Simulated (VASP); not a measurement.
Set up this calculation in VASP 6.6.1, as the native input.

- Task: single point
- Functional: r2SCAN
- Potentials or basis: VASP PAW PBE potentials, release 64 (Ga_d, As)
- Cutoff: 520 eV
- k mesh: 8 × 8 × 8
- Occupations: fermi-dirac, width 0.02 eV
- Spin: no spin polarisation
- Dipole correction: no
- Further INCAR settings: ALGO = Normal; EDIFF = 1e-06; NBANDS = 16

GaAs:

```
Ga As
1.0
     0.00000    2.81363    2.81363
     2.81363    0.00000    2.81363
     2.81363    2.81363    0.00000
Ga As
1 1
Cartesian
  0.0000 0.0000 0.0000
  1.4068 1.4068 1.4068
```

The input as run:

POSCAR

```
GaAs
1.0
    0.0000000000      2.8136297700      2.8136297700
    2.8136297700      0.0000000000      2.8136297700
    2.8136297700      2.8136297700      0.0000000000
Ga As
1 1
Direct
    0.0000000000      0.0000000000      0.0000000000
    0.2500000000      0.2500000000      0.2500000000
```

INCAR.step1

```
SYSTEM = GaAs
  PREC = Accurate
  ENCUT = 520
  ISMEAR = -1
  SIGMA = 0.02
  LREAL = .False.
  LASPH = .True.
  NELM = 60
  NBANDS = 16
  GGA = PE
  ALGO = Normal
  EDIFF = 1E-4
  LWAVE = .True.
  LCHARG = .False.
```

INCAR.step2

```
SYSTEM = GaAs
  PREC = Accurate
  ENCUT = 520
  EDIFF = 1E-6
  ISMEAR = -1
  SIGMA = 0.02
  LREAL = .False.
  LASPH = .True.
  NELM = 60
  ALGO = Normal
  ISIF = 2
  LWAVE = .False.
  LCHARG = .False.
  METAGGA = R2SCAN
  LMIXTAU = .True.
  NBANDS = 16
  ISTART = 1
```

KPOINTS

```
regular mesh
0
Gamma
  8 8 8
  0 0 0
```

Potentials or basis: VASP PAW PBE potentials, release 64 (Ga_d, As).

The run is started by

```bash
$ cat potpaw_PBE.64/Ga_d/POTCAR potpaw_PBE.64/As/POTCAR > POTCAR
$ cp INCAR.step1 INCAR
$ mpirun -np 1 vasp_std > vasp.out
$ cp INCAR.step2 INCAR
$ mpirun -np 1 vasp_std > vasp.out
```

It gave:

- Pressure: 1.7 GPa
- Band gap on the k mesh: 1.11 eV, direct

Caveat: the PAW data sets were made with another functional, which shifts forces and pressure a little.

It took 80 s on 1 thread of Intel(R) Xeon(R) Platinum 8259CL CPU @ 2.50GHz (Skylake/Cascade Lake) (shared host), peak memory 0.18 GiB.
